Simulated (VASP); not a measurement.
# KMgI3 (Pm-3m) in VASP: notebook

Aim: see how the results for KMgI3 move with the level of theory and the settings. Levels: PBE, r2SCAN. Tasks: single point.

Everything below comes from runs of VASP 6.6.1. Logs are shortened: lines on timing, memory, paths and dates and some standing lists are left out, and cuts for length are marked.

### 1 The cell of the first run

Symmetry: Pm-3m, No. 221, cubic system. Conventional cell: a = 5.910 Å, b = 5.910 Å, c = 5.910 Å, α = 90.00°, β = 90.00°, γ = 90.00°. K (site symmetry m-3m) has 12 I at 4.18 Å and 8 Mg at 5.12 Å within 5.5 Å. Mg (site symmetry m-3m) has 6 I at 2.96 Å within 3.9 Å. I (site symmetry 4/mmm) has 2 Mg at 2.96 Å within 3.9 Å.

### 2 Single point, PBE (volume changed by +3%)

INCAR

```
PREC = Accurate
ENCUT = 520
EDIFF = 1E-6
ISMEAR = 0
SIGMA = 0.01
LREAL = False
LASPH = True
NELM = 80
ALGO = Normal
ISIF = 2
LWAVE = False
LCHARG = False
GGA = PE
NBANDS = 24
```

KPOINTS

```
regular mesh
0
Gamma
  4 4 4
```

POSCAR

```
KMgI3
1.0
    5.9102868657      0.0000000000      0.0000000000
    0.0000000000      5.9102868657      0.0000000000
    0.0000000000      0.0000000000      5.9102868657
K Mg I
1 1 3
Direct
    0.0000000000      0.0000000000      0.0000000000
    0.5000000000      0.5000000000      0.5000000000
    0.5000000000      0.5000000000      0.0000000000
    0.5000000000      0.0000000000      0.5000000000
    0.0000000000      0.5000000000      0.5000000000
```

Potentials or basis: VASP PAW PBE potentials, release 64 (K_sv, Mg, I).

Command:

```
cat potpaw_PBE.64/K_sv/POTCAR potpaw_PBE.64/Mg/POTCAR potpaw_PBE.64/I/POTCAR > POTCAR
mpirun -np 1 vasp_std > vasp.out
```

OUTCAR:

```text
PREC = Accurate
   ENCUT = 520
   EDIFF = 1E-6
   ISMEAR = 0
   LREAL = False
   LASPH = True
   NELM = 80
   ISIF = 2
   GGA = PE

 ion  position               nearest neighbor table
   1  0.000  0.000  0.000-
   2  0.500  0.500  0.500-   3 2.96   4 2.96   5 2.96   3 2.96   4 2.96   5 2.96
   3  0.500  0.500  0.000-   2 2.96   2 2.96
   4  0.500  0.000  0.500-   2 2.96   2 2.96
   5  0.000  0.500  0.500-   2 2.96   2 2.96

  LATTYP: Found a simple cubic cell.
 ALAT       =     5.9102868657

  Lattice vectors:

 A1 = (   5.9102868657,   0.0000000000,   0.0000000000)
 A2 = (   0.0000000000,   5.9102868657,   0.0000000000)
 A3 = (   0.0000000000,   0.0000000000,   5.9102868657)

Analysis of symmetry for initial positions (statically):
=====================================================================
 Subroutine PRICEL returns:
 Original cell was already a primitive cell.

 Routine SETGRP: Setting up the symmetry group for a
 simple cubic supercell.

 Subroutine GETGRP returns: Found 48 space group operations
 (whereof 48 operations were pure point group operations)
 out of a pool of 48 trial point group operations.

The static configuration has the point symmetry O_h .

Analysis of symmetry for dynamics (positions and initial velocities):
=====================================================================
 Subroutine PRICEL returns:
 Original cell was already a primitive cell.

 Routine SETGRP: Setting up the symmetry group for a
 simple cubic supercell.

 Subroutine GETGRP returns: Found 48 space group operations
 (whereof 48 operations were pure point group operations)
 out of a pool of 48 trial point group operations.

The dynamic configuration has the point symmetry O_h .

 Subroutine INISYM returns: Found 48 space group operations
 (whereof 48 operations are pure point group operations),
 and found     1 'primitive' translations

----------------------------------------------------------------------------------------

                                     Primitive cell

  volume of cell :     206.4551

  direct lattice vectors                    reciprocal lattice vectors
     5.910286866  0.000000000  0.000000000     0.169196525  0.000000000  0.000000000
     0.000000000  5.910286866  0.000000000     0.000000000  0.169196525  0.000000000
     0.000000000  0.000000000  5.910286866     0.000000000  0.000000000  0.169196525

  length of vectors
     5.910286866  5.910286866  5.910286866     0.169196525  0.169196525  0.169196525

  position of ions in fractional coordinates (direct lattice)
     0.000000000  0.000000000  0.000000000
     0.500000000  0.500000000  0.500000000
     0.500000000  0.500000000  0.000000000
     0.500000000  0.000000000  0.500000000
     0.000000000  0.500000000  0.500000000

  ion indices of the primitive-cell ions
   primitive index   ion index
                 1           1
                 2           2
                 3           3
                 4           4
                 5           5

----------------------------------------------------------------------------------------

 KPOINTS: regular mesh

Automatic generation of k-mesh.
 Grid dimensions read from file:
 generate k-points for:    4    4    4

 Generating k-lattice:

  Cartesian coordinates                     Fractional coordinates (reciprocal lattice)
     0.042299131  0.000000000  0.000000000     0.250000000  0.000000000  0.000000000
     0.000000000  0.042299131  0.000000000     0.000000000  0.250000000  0.000000000
     0.000000000  0.000000000  0.042299131     0.000000000  0.000000000  0.250000000

  Length of vectors
     0.042299131  0.042299131  0.042299131

  Shift w.r.t. Gamma in fractional coordinates (k-lattice)
     0.000000000  0.000000000  0.000000000

 Subroutine IBZKPT returns following result:
 ===========================================

 Found     10 irreducible k-points:

 Following reciprocal coordinates:
            Coordinates               Weight
  0.000000  0.000000  0.000000      1.000000
  0.250000  0.000000  0.000000      6.000000
  0.500000  0.000000  0.000000      3.000000
  0.250000  0.250000  0.000000     12.000000
  0.500000  0.250000  0.000000     12.000000
  0.500000  0.500000  0.000000      3.000000
  0.250000  0.250000  0.250000      8.000000
  0.500000  0.250000  0.250000     12.000000
  0.500000  0.500000  0.250000      6.000000
  0.500000  0.500000  0.500000      1.000000
   k-points           NKPTS =     10   k-points in BZ     NKDIM =     10   number of bands    NBANDS=     24
   number of dos      NEDOS =    301   number of ions     NIONS =      5
   total plane-waves  NPLWV = 110592
   dimension x,y,z NGX =    48 NGY =   48 NGZ =   48
   dimension x,y,z NGXF=    96 NGYF=   96 NGZF=   96
   ions per type =               1   1   3
   NGX,Y,Z   is equivalent  to a cutoff of  13.50, 13.50, 13.50 a.u.
   NGXF,Y,Z  is equivalent  to a cutoff of  27.00, 27.00, 27.00 a.u.
 SYSTEM =  unknown system
   PREC   = accura    normal or accurate (medium, high low for compatibility)
   ISTART =      0    job   : 0-new  1-cont  2-samecut
   ICHARG =      2    charge: 1-file 2-atom 10-const
   ISPIN  =      1    spin polarized calculation?
   LNONCOLLINEAR =      F non collinear calculations
   LSORBIT =      F    spin-orbit coupling
   LASPH  =      T    aspherical Exc in radial PAW
   ENCUT  =  520.0 eV  38.22 Ry    6.18 a.u.  10.99 10.99 10.99*2*pi/ulx,y,z
   NELM   =     80;   NELMIN=  2; NELMDL= -5     # of ELM steps
   EDIFF  = 0.1E-05   stopping-criterion for ELM
   LREAL  =      F    real-space projection
   EDIFFG = 0.1E-04   stopping-criterion for IOM
   NSW    =      0    number of steps for IOM
   IBRION =     -1    ionic relax: 0-MD 1-quasi-New 2-CG
   NFREE  =      0    steps in history (QN), initial steepest desc. (CG)
   ISIF   =      2    stress and relaxation
   ISYM   =      2    0-nonsym 1-usesym 2-fastsym
   POTIM  = 0.5000    time-step for ionic-motion
   TEBEG  =    0.0;   TEEND  =   0.0 temperature during run
   PSTRESS=    0.0 pullay stress
   NELECT =      32.0000    total number of electrons
   NUPDOWN=      -1.0000    fix difference up-down
   EMIN   =  10.00;   EMAX   =-10.00  energy-range for DOS
   EFERMI =   0.00;   METHOD = LEGACY
   ISMEAR =     0;   SIGMA  =   0.01  broadening in eV -4-tet -1-fermi 0-gaus
   EFERMI_NEDOS =   21; number of points for ismear=-14 and -15
   IALGO  =     38    algorithm
   IMIX   =      4    mixing-type and parameters
     AMIX     =   0.40;   BMIX     =  1.00
     AMIX_MAG =   1.60;   BMIX_MAG =  1.00
  volume/ion in A,a.u.               =      41.29       278.65
  Fermi-wavevector in a.u.,A,eV,Ry     =   0.879393  1.661812 10.521818  0.773332
  Thomas-Fermi vector in A             =   1.999610
   LORBIT       =      0    0 simple, 1 ext, 2 COOP (PROOUT), +10 PAW based schemes
   GGA     = PE    functional components
   LHFCALC =     F    Hartree Fock is set to
   AEXX    =    0.0000 exact exchange contribution
   IVDW    =     0    specifies the selected vdW correction
   LEPSILON=     F    determine dielectric tensor
   LRPA    =     F    only Hartree local field effects (RPA)
 non-spin polarized calculation
 Gauss-broadening in eV      SIGMA  =   0.01
  energy-cutoff  :      520.00
  volume of cell :      206.46
 maximum number of plane-waves:      5616
 NGX is ok and might be reduce to    48
   NGX = 21   NGY = 21   NGZ = 21

 number of electron      31.9999993 magnetization

 Free energy of the ion-electron system (eV)
  ---------------------------------------------------
  ext. energy  EPLUGINS =         0.00000000
  ---------------------------------------------------
  free energy    TOTEN  =       -12.78979812 eV

  energy without entropy =      -12.78979812  energy(sigma->0) =      -12.78979812

 E-fermi :   1.1304     XC(G=0):  -7.4443

 val. band max:        1.0797693905   @ k =   0.5000   0.5000   0.5000
 cond. band min:       2.2043406064   @ k =   0.0000   0.0000   0.0000
 fundamental gap:      1.1245712159
 Fermi energy:         1.1304245135

 k-point     1 :       0.0000    0.0000    0.0000
  band No.  band energies     occupation
      1     -28.7766      2.00000
      2     -12.2317      2.00000
      3     -12.2317      2.00000
      4     -12.2317      2.00000
      5     -10.6992      2.00000
      6      -9.9786      2.00000
[... 16 lines left out ...]
     23       6.2853      0.00000
     24       8.8344      0.00000

 k-point     2 :       0.2500    0.0000    0.0000
  band No.  band energies     occupation
      1     -28.7766      2.00000
      2     -12.2364      2.00000
      3     -12.2315      2.00000
      4     -12.2315      2.00000
      5     -10.6110      2.00000
      6     -10.0724      2.00000
[... 16 lines left out ...]
     23       6.9094      0.00000
     24       8.2212      0.00000

 k-point     3 :       0.5000    0.0000    0.0000
  band No.  band energies     occupation
      1     -28.7765      2.00000
      2     -12.2409      2.00000
      3     -12.2313      2.00000
      4     -12.2313      2.00000
      5     -10.4685      2.00000
      6     -10.2205      2.00000
[... 16 lines left out ...]
     23       7.6308      0.00000
     24       7.9463      0.00000
[... 136 lines left out ...]
 k-point     9 :       0.5000    0.5000    0.2500
  band No.  band energies     occupation
      1     -28.7765      2.00000
      2     -12.2355      2.00000
      3     -12.2355      2.00000
      4     -12.2324      2.00000
      5     -10.2212      2.00000
      6     -10.2043      2.00000
[... 16 lines left out ...]
     23       7.5412      0.00000
     24       8.2181      0.00000

 k-point    10 :       0.5000    0.5000    0.5000
  band No.  band energies     occupation
      1     -28.7765      2.00000
      2     -12.2340      2.00000
      3     -12.2340      2.00000
      4     -12.2340      2.00000
      5     -10.2032      2.00000
      6     -10.2032      2.00000
[... 16 lines left out ...]
     23       7.6891      0.00000
     24       7.9407      0.00000

------------------------ aborting loop because EDIFF is reached ----------------------------------------

  FORCE on cell =-STRESS in cart. coord.  units (eV):
  Direction    XX          YY          ZZ          XY          YZ          ZX
  --------------------------------------------------------------------------------------
  -------------------------------------------------------------------------------------
  Total       -0.6888112     -0.6888112     -0.6888112     -0.0000000      0.0000000     -0.0000000
  in kB       -5.3454606     -5.3454606     -5.3454606     -0.0000000      0.0000000     -0.0000000
  external PRESSURE =      -5.3454606 kB  Pullay stress =       0.0000000 kB

 VOLUME and BASIS-vectors are now :
 -----------------------------------------------------------------------------
  energy-cutoff  :      520.00
  volume of cell :      206.46
      direct lattice vectors                 reciprocal lattice vectors
     5.910286866  0.000000000  0.000000000     0.169196525  0.000000000  0.000000000
     0.000000000  5.910286866  0.000000000     0.000000000  0.169196525  0.000000000
     0.000000000  0.000000000  5.910286866     0.000000000  0.000000000  0.169196525

 POSITION                                       TOTAL-FORCE (eV/Angst)
 -----------------------------------------------------------------------------------
      0.00000      0.00000      0.00000         0.000000      0.000000      0.000000
      2.95514      2.95514      2.95514         0.000000      0.000000      0.000000
      2.95514      2.95514      0.00000         0.000000      0.000000      0.000000
      2.95514      0.00000      2.95514         0.000000      0.000000      0.000000
      0.00000      2.95514      2.95514         0.000000      0.000000      0.000000
 -----------------------------------------------------------------------------------
    total drift:                               -0.000000      0.000000     -0.000000

  FREE ENERGIE OF THE ION-ELECTRON SYSTEM (eV)
  ---------------------------------------------------
  free  energy   TOTEN  =       -12.7897981193 eV

  energy  without entropy=      -12.7897981193  energy(sigma->0) =      -12.78979812
```

Wall time 30 s (1 thread of Intel Xeon 6975P-C (Granite Rapids), shared host); peak memory 0.34 GiB.

Results:

- Free energy: -12.7898 eV
- Pressure: -0.5 GPa
- Band gap on the k mesh: 1.12 eV, indirect (least direct gap 1.59 eV)

Caveat: spin-orbit coupling is left out, which moves the levels of the heavy elements.

### 3 Single point, PBE (volume changed by +6%)

INCAR

```
SYSTEM = KMgI3
PREC = Accurate
ENCUT = 520
EDIFF = 1E-6
ISMEAR = 0
SIGMA = 0.01
LREAL = .FALSE.
LASPH = .TRUE.
NELM = 80
ALGO = Normal
ISIF = 2
LWAVE = .FALSE.
LCHARG = .FALSE.
GGA = PE
NBANDS = 24
```

KPOINTS

```
Automatic mesh
0
G
  4 4 4
  0 0 0
```

Edit POSCAR of step 2 so:

```diff
@@ -2,5 +2,5 @@
 1.0
-    5.9102868657      0.0000000000      0.0000000000
-    0.0000000000      5.9102868657      0.0000000000
-    0.0000000000      0.0000000000      5.9102868657
+    5.9671200335      0.0000000000      0.0000000000
+    0.0000000000      5.9671200335      0.0000000000
+    0.0000000000      0.0000000000      5.9671200335
 K Mg I
```

Potentials or basis: VASP PAW PBE potentials, release 64 (K_sv, Mg, I).

Command:

```
cat potpaw_PBE.64/K_sv/POTCAR potpaw_PBE.64/Mg/POTCAR potpaw_PBE.64/I/POTCAR > POTCAR
mpirun -np 1 vasp_std > vasp.out
```

Run time: 45 s. Hardware: 1 thread of Intel Xeon 6975P-C (Granite Rapids), shared host; peak memory 0.33 GiB.

Results (log left out):

```
Free energy            : -12.7615 eV
Pressure               : -1.0 GPa
Band gap on the k mesh : 1.07 eV, indirect (least direct gap 1.53 eV)
```

Levels at points of the mesh, in eV from the valence-band top:
```csv
k point,band 13,band 14,band 15,band 16,band 17,band 18,band 19,band 20
"(0.00, 0.00, 0.00)",-0.73,-0.45,-0.45,-0.45,1.07,3.34,5.16,5.16
"(0.50, 0.00, 0.00)",-1.12,-0.93,-0.57,-0.57,3.16,4.79,5.06,5.88
"(0.50, 0.50, 0.00)",-1.12,-1.12,-0.94,-0.02,4.69,5.03,5.03,5.26
"(0.50, 0.50, 0.50)",-0.92,0.00,0.00,0.00,3.86,4.31,4.31,4.31
```

Caveat: spin-orbit coupling is left out, which moves the levels of the heavy elements.

### 4 Single point, r2SCAN (volume changed by -6%)

Edit POSCAR of step 3 so:

```diff
@@ -2,5 +2,5 @@
 1.0
-    5.9671200335      0.0000000000      0.0000000000
-    0.0000000000      5.9671200335      0.0000000000
-    0.0000000000      0.0000000000      5.9671200335
+    5.6951731831      0.0000000000      0.0000000000
+    0.0000000000      5.6951731831      0.0000000000
+    0.0000000000      0.0000000000      5.6951731831
 K Mg I
```

INCAR.step1

```
SYSTEM = KMgI3
PREC     = Accurate       ! precision mode
ENCUT    = 520            ! plane-wave cutoff, eV
ISMEAR   = 0              ! smearing method
SIGMA    = 0.01           ! smearing width, eV
LREAL    = .FALSE.        ! projectors in reciprocal space
LASPH    = .TRUE.         ! aspherical terms in the spheres
NELM     = 60             ! most SCF steps
NBANDS   = 24             ! bands
GGA      = PE             ! functional
ALGO     = Normal         ! electronic algorithm
EDIFF    = 1E-4           ! SCF threshold, eV
LWAVE    = .TRUE.         ! write WAVECAR
LCHARG   = .FALSE.        ! write CHGCAR
```

INCAR.step2

```
SYSTEM = KMgI3
PREC     = Accurate       ! precision mode
ENCUT    = 520            ! plane-wave cutoff, eV
EDIFF    = 1E-6           ! SCF threshold, eV
ISMEAR   = 0              ! smearing method
SIGMA    = 0.01           ! smearing width, eV
LREAL    = .FALSE.        ! projectors in reciprocal space
LASPH    = .TRUE.         ! aspherical terms in the spheres
NELM     = 60             ! most SCF steps
ALGO     = Normal         ! electronic algorithm
ISIF     = 2              ! what is computed and relaxed
LWAVE    = .FALSE.        ! write WAVECAR
LCHARG   = .TRUE.         ! write CHGCAR
METAGGA  = R2SCAN         ! meta-GGA
LMIXTAU  = .TRUE.       
LELF     = .TRUE.         ! ELF
LVHAR    = .TRUE.       
NBANDS   = 24             ! bands
ISTART   = 1
```

KPOINTS

```
regular mesh
0
G
  4 4 4
  0 0 0
```

Potentials or basis: VASP PAW PBE potentials, release 64 (K_sv, Mg, I).

Command:

```
cat potpaw_PBE.64/K_sv/POTCAR potpaw_PBE.64/Mg/POTCAR potpaw_PBE.64/I/POTCAR > POTCAR
cp INCAR.step1 INCAR
mpirun -np 1 vasp_std > vasp.out
cp INCAR.step2 INCAR
mpirun -np 1 vasp_std > vasp.out
```

OUTCAR:

```text
SYSTEM = KMgI3
   PREC = Accurate
   ENCUT = 520
   EDIFF = 1E-6
   ISMEAR = 0
   LREAL = .FALSE.
   LASPH = .TRUE.
   NELM = 60
   ISIF = 2
   METAGGA = R2SCAN
   ISTART = 1

 ion  position               nearest neighbor table
   1  0.000  0.000  0.000-
   2  0.500  0.500  0.500-   3 2.85   4 2.85   5 2.85   3 2.85   4 2.85   5 2.85
   3  0.500  0.500  0.000-   2 2.85   2 2.85
[... 457 lines left out ...]
  Direction    XX          YY          ZZ          XY          YZ          ZX
  --------------------------------------------------------------------------------------
  -------------------------------------------------------------------------------------
  Total        1.6400625      1.6400625      1.6400625     -0.0000000      0.0000000      0.0000000
  in kB       14.2249315     14.2249315     14.2249315     -0.0000000      0.0000000      0.0000000
  external PRESSURE =      14.2249315 kB  Pullay stress =       0.0000000 kB

 VOLUME and BASIS-vectors are now :
 -----------------------------------------------------------------------------
  energy-cutoff  :      520.00
  volume of cell :      184.72
      direct lattice vectors                 reciprocal lattice vectors
     5.695173183  0.000000000  0.000000000     0.175587286  0.000000000  0.000000000
     0.000000000  5.695173183  0.000000000     0.000000000  0.175587286  0.000000000
     0.000000000  0.000000000  5.695173183     0.000000000  0.000000000  0.175587286

 POSITION                                       TOTAL-FORCE (eV/Angst)
 -----------------------------------------------------------------------------------
      0.00000      0.00000      0.00000         0.000000      0.000000      0.000000
      2.84759      2.84759      2.84759         0.000000      0.000000      0.000000
      2.84759      2.84759      0.00000         0.000000      0.000000      0.000000
      2.84759      0.00000      2.84759         0.000000      0.000000      0.000000
      0.00000      2.84759      2.84759         0.000000      0.000000      0.000000
 -----------------------------------------------------------------------------------
    total drift:                               -0.000000     -0.000000      0.000000

  FREE ENERGIE OF THE ION-ELECTRON SYSTEM (eV)
  ---------------------------------------------------
  free  energy   TOTEN  =       -90.3712138978 eV

  energy  without entropy=      -90.3712138978  energy(sigma->0) =      -90.37121390
```

OUTCAR.step1:

```text
SYSTEM = KMgI3
   PREC = Accurate
   ENCUT = 520
   ISMEAR = 0
   LREAL = .FALSE.
   LASPH = .TRUE.
[... 485 lines left out ...]
      2.84759      2.84759      0.00000         0.000000      0.000000      0.000000
      2.84759      0.00000      2.84759         0.000000      0.000000      0.000000
      0.00000      2.84759      2.84759         0.000000      0.000000      0.000000
 -----------------------------------------------------------------------------------
    total drift:                               -0.000000     -0.000000      0.000000

  FREE ENERGIE OF THE ION-ELECTRON SYSTEM (eV)
  ---------------------------------------------------
  free  energy   TOTEN  =       -12.7151098090 eV

  energy  without entropy=      -12.7151098090  energy(sigma->0) =      -12.71510981
```

Run time: 1.8 min. Hardware: 1 thread of Intel Xeon 6975P-C (Granite Rapids), shared host; peak memory 0.3 GiB.

What came out:

```yaml
Free_energy: -90.3712 eV
Pressure: 1.4 GPa
Band_gap_on_the_k_mesh: 1.91 eV, indirect (least direct gap 2.47 eV)
```

Caveat: the PAW data sets were made with another functional, which shifts forces and pressure a little; spin-orbit coupling is left out, which moves the levels of the heavy elements. A k mesh can miss the band edges.

(Continued in part 2 of 2.)
